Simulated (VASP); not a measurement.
Crystal: Re2C.

```
CELL_PARAMETERS angstrom
2.85873 0.00000 0.00000
-1.42937 2.47574 0.00000
0.00000 0.00000 9.89345
ATOMIC_POSITIONS crystal
Re 0.33333 0.66667 0.60846
Re 0.66667 0.33333 0.10846
Re 0.66667 0.33333 0.39154
Re 0.33333 0.66667 0.89154
C 0.33333 0.66667 0.25000
C 0.66667 0.33333 0.75000
```

| Property | Result |
| --- | --- |
| Program | VASP 6.6.1 |
| Task | relaxation of cell and atoms |
| Functional | PBEsol |
| Potentials or basis | VASP PAW PBE potentials, release 64 (Re, C) |
| Cutoff | 600 eV |
| k mesh | 15 × 15 × 4 |
| Occupations | gaussian, width 0.1 eV |
| Spin | no spin polarisation |

At the start: pressure -8.3 GPa; volume 11.67 Å³/atom.

Q: Where does the relaxation end?

A: Over 6 steps the energy falls by 6.3 meV/atom and the volume is 11.44 Å³/atom (-2.0 %); space group P6_3/mmc (No. 194, to 0.05 Å).

The path:
| step | energy change (eV) | largest force (eV/Å) | pressure (GPa) | volume (Å³) |
| --- | --- | --- | --- | --- |
| 1 | 0.0000 | 0.1319 | -8.31 | 70.02 |
| 2 | 0.4395 | 0.0716 | 35.57 | 64.07 |
| 3 | -0.0369 | 0.1397 | -0.19 | 68.68 |
| 4 | -0.0369 | 0.1403 | 0.07 | 68.64 |
| 5 | -0.0361 | 0.1925 | -0.05 | 68.61 |
| 6 | -0.0378 | 0.0004 | 0.01 | 68.63 |

Final structure:
```yaml
crystal:
  lattice:
    - [2.83866, 0.00000, 0.00000]
    - [-1.41933, 2.45835, 0.00000]
    - [0.00000, 0.00000, 9.83429]
  atoms:
    - { symbol: Re, position: [0.33333, 0.66667, 0.60808] }
    - { symbol: Re, position: [0.66667, 0.33333, 0.10808] }
    - { symbol: Re, position: [0.66667, 0.33333, 0.39192] }
    - { symbol: Re, position: [0.33333, 0.66667, 0.89192] }
    - { symbol: C, position: [0.33333, 0.66667, 0.25000] }
    - { symbol: C, position: [0.66667, 0.33333, 0.75000] }
```

Caveat: the PAW data sets were made with another functional, which shifts forces and pressure a little.
